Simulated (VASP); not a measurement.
# HfO2 (fluorite type) (Fm-3m) in VASP: notebook, part 2 of 2

VASP 6.6.1. Earlier steps stand in the parts before.

## Step 5: Single point, PBE (volume scaled by 0.72)

The input, INCAR:

```
ALGO     = Normal         # electronic algorithm
EDIFF    = 1E-6           # SCF threshold, eV
ENCUT    = 520            # plane-wave cutoff, eV
GGA      = PE             # functional
ISIF     = 2              # what is computed and relaxed
ISMEAR   = -1             # smearing method
LASPH    = T              # aspherical terms in the spheres
LCHARG   = T              # write CHGCAR
LELF     = T              # ELF
LREAL    = F              # projectors in reciprocal space
LVHAR    = T            
LWAVE    = F              # write WAVECAR
NBANDS   = 18             # bands
NELM     = 60             # most SCF steps
PREC     = Accurate       # precision mode
SIGMA    = 0.05           # smearing width, eV
```

The input, KPOINTS:

```
k-points
0
Gamma
  11 11 11
```

The input, POSCAR:

```
HfO2
1.0
    0.0000000000      2.2843799404      2.2843799404
    2.2843799404      0.0000000000      2.2843799404
    2.2843799404      2.2843799404      0.0000000000
Hf O
1 2
Direct
    0.0000000000      0.0000000000      0.0000000000
    0.2500000000      0.2500000000      0.2500000000
    0.7500000000      0.7500000000      0.7500000000
```

Started as:

```console
> cat potpaw_PBE.64/Hf_pv/POTCAR potpaw_PBE.64/O/POTCAR > POTCAR
> mpirun -np 1 vasp_std > vasp.out
```

Wall time 16 s (1 thread of Intel Xeon 6975P-C (Granite Rapids), shared host); peak memory 0.15 GiB.

The run converged. Its results:

* Free energy: -27.0225 eV
* Pressure: 153.9 GPa
* Band gap on the k mesh: 4.51 eV, indirect (least direct gap 4.87 eV)

Levels at points of the mesh, in eV from the valence-band top:
```
           k point  band 9  band 10  band 11  band 12  band 13  band 14
(0.00, 0.00, 0.00)   -0.73    -0.73    -0.73     4.51     4.51     8.40
```

Caveat: spin-orbit coupling is left out, which moves the levels of the heavy elements. A k mesh can miss the band edges.

## Step 6: Single point, PBE (volume scaled by 0.8)

The input, INCAR:

```
PREC = Accurate
ENCUT = 520
EDIFF = 1E-7
ISMEAR = -1
SIGMA = 0.05
LREAL = False
LASPH = True
NELM = 60
ALGO = Normal
ISIF = 2
LWAVE = False
LCHARG = False
GGA = PE
NBANDS = 18
```

The input, KPOINTS:

```
regular mesh
0
Gamma
  11 11 11
```

The input, POSCAR:

```
HfO2
1.0
    0.0000000000      2.3660332023      2.3660332023
    2.3660332023      0.0000000000      2.3660332023
    2.3660332023      2.3660332023      0.0000000000
Hf O
1 2
Direct
    0.0000000000      0.0000000000      0.0000000000
    0.2500000000      0.2500000000      0.2500000000
    0.7500000000      0.7500000000      0.7500000000
```

Potentials or basis: VASP PAW PBE potentials, release 64 (Hf_pv, O).

Started as:

```console
> cat potpaw_PBE.64/Hf_pv/POTCAR potpaw_PBE.64/O/POTCAR > POTCAR
> mpirun -np 1 vasp_std > vasp.out
```

OUTCAR:

```text
PREC = Accurate
   ENCUT = 520
   EDIFF = 1E-7
   ISMEAR = -1
   LREAL = False
   LASPH = True
   NELM = 60
   ISIF = 2
   GGA = PE

 ion  position               nearest neighbor table
   1  0.000  0.000  0.000-   3 2.05   3 2.05   3 2.05   2 2.05   3 2.05   2 2.05   2 2.05   2 2.05

   2  0.250  0.250  0.250-   1 2.05   1 2.05   1 2.05   1 2.05
   3  0.750  0.750  0.750-   1 2.05   1 2.05   1 2.05   1 2.05

  LATTYP: Found a face centered cubic cell.
 ALAT       =     4.7320664046

  Lattice vectors:

 A1 = (   0.0000000000,   2.3660332023,   2.3660332023)
 A2 = (   2.3660332023,   0.0000000000,   2.3660332023)
 A3 = (   2.3660332023,   2.3660332023,   0.0000000000)

Analysis of symmetry for initial positions (statically):
=====================================================================
 Subroutine PRICEL returns:
 Original cell was already a primitive cell.

 Routine SETGRP: Setting up the symmetry group for a
 face centered cubic supercell.

 Subroutine GETGRP returns: Found 48 space group operations
 (whereof 48 operations were pure point group operations)
 out of a pool of 48 trial point group operations.

[... 163 lines left out ...]

 E-fermi :   7.1680     XC(G=0): -12.9882

 val. band max:        6.1661732033   @ k =  -0.4545   0.4545   0.0000
 cond. band min:      10.5203508200   @ k =   0.0000   0.0000   0.0000
 fundamental gap:      4.3541776167
 Fermi energy:         7.1679631524

 k-point     1 :       0.0000    0.0000    0.0000
  band No.  band energies     occupation
      1     -22.5849      2.00000
      2     -22.5849      2.00000
      3     -22.5849      2.00000
      4     -13.9128      2.00000
      5      -9.7556      2.00000
      6      -0.5555      2.00000
[... 481 lines left out ...]
      5     -10.7347      2.00000
      6       0.0832      2.00000
[... 10 lines left out ...]
     17      18.4909      0.00000
     18      20.8999      0.00000

 [... further k-points ...]

------------------------ aborting loop because EDIFF is reached ----------------------------------------

  FORCE on cell =-STRESS in cart. coord.  units (eV):
  Direction    XX          YY          ZZ          XY          YZ          ZX
  --------------------------------------------------------------------------------------
  -------------------------------------------------------------------------------------
  Total       13.5365691     13.5365691     13.5365691     -0.0000000     -0.0000000     -0.0000000
  in kB      818.7035744    818.7035744    818.7035744     -0.0000000     -0.0000000     -0.0000000
  external PRESSURE =     818.7035744 kB  Pullay stress =       0.0000000 kB

 VOLUME and BASIS-vectors are now :
 -----------------------------------------------------------------------------
  energy-cutoff  :      520.00
  volume of cell :       26.49
      direct lattice vectors                 reciprocal lattice vectors
     0.000000000  2.366033202  2.366033202    -0.211324169  0.211324169  0.211324169
     2.366033202  0.000000000  2.366033202     0.211324169 -0.211324169  0.211324169
     2.366033202  2.366033202  0.000000000     0.211324169  0.211324169 -0.211324169

 POSITION                                       TOTAL-FORCE (eV/Angst)
 -----------------------------------------------------------------------------------
      0.00000      0.00000      0.00000         0.000000     -0.000000     -0.000000
      1.18302      1.18302      1.18302         0.000000      0.000000     -0.000000
      3.54905      3.54905      3.54905        -0.000000     -0.000000      0.000000
 -----------------------------------------------------------------------------------
    total drift:                                0.000000      0.000000      0.000000

  FREE ENERGIE OF THE ION-ELECTRON SYSTEM (eV)
  ---------------------------------------------------
  free  energy   TOTEN  =       -28.9311715963 eV

  energy  without entropy=      -28.9311715962  energy(sigma->0) =      -28.93117160
```

stdout:

```text
POSCAR found type information on POSCAR HfO
 POSCAR found :  2 types and       3 ions
 scaLAPACK will be used
 LDA part: xc-table for (Slater+PW92), standard interpolation
 POSCAR, INCAR and KPOINTS ok, starting setup
 FFT: planning ... GRIDC
 FFT: planning ... GRID_SOFT
 FFT: planning ... GRID
 WAVECAR not read
 entering main loop
```

Run time: 33 s. Hardware: 1 thread of Intel Xeon 6975P-C (Granite Rapids), shared host; peak memory 0.17 GiB.

Results:

| Property | Result |
| --- | --- |
| Free energy | -28.9312 eV |
| Pressure | 81.9 GPa |
| Band gap on the k mesh | 4.35 eV, indirect (least direct gap 4.55 eV) |

Levels at points of the mesh, in eV from the valence-band top:
```csv
k point,band 8,band 9,band 10,band 11,band 12,band 13,band 14,band 15
"(0.00, 0.00, 0.00)",-6.72,-0.67,-0.67,-0.67,4.35,4.35,7.55,13.33
```

Caveat: spin-orbit coupling is left out, which moves the levels of the heavy elements. A k mesh can miss the band edges.

## Step 7: Overview

```csv
cell,gap on the mesh (eV),pressure (GPa)
"a = 3.074 Å, angles 60.0°, 3 atoms",4.64,310.4
"a = 3.231 Å, angles 60.0°, 3 atoms",4.51,153.9
"a = 3.346 Å, angles 60.0°, 3 atoms",4.35,81.9
```

Alike in all rows: task single point; level PBE; potentials or basis VASP PAW PBE potentials, release 64 (Hf_pv, O); no spin polarisation; k mesh 11 × 11 × 11; cutoff (eV) 520; smearing fermi-dirac 0.05 eV.

Caveats: spin-orbit coupling is left out, which moves the levels of the heavy elements.

Total energies depend on the potentials used, so only differences within one code and one set of settings carry meaning.
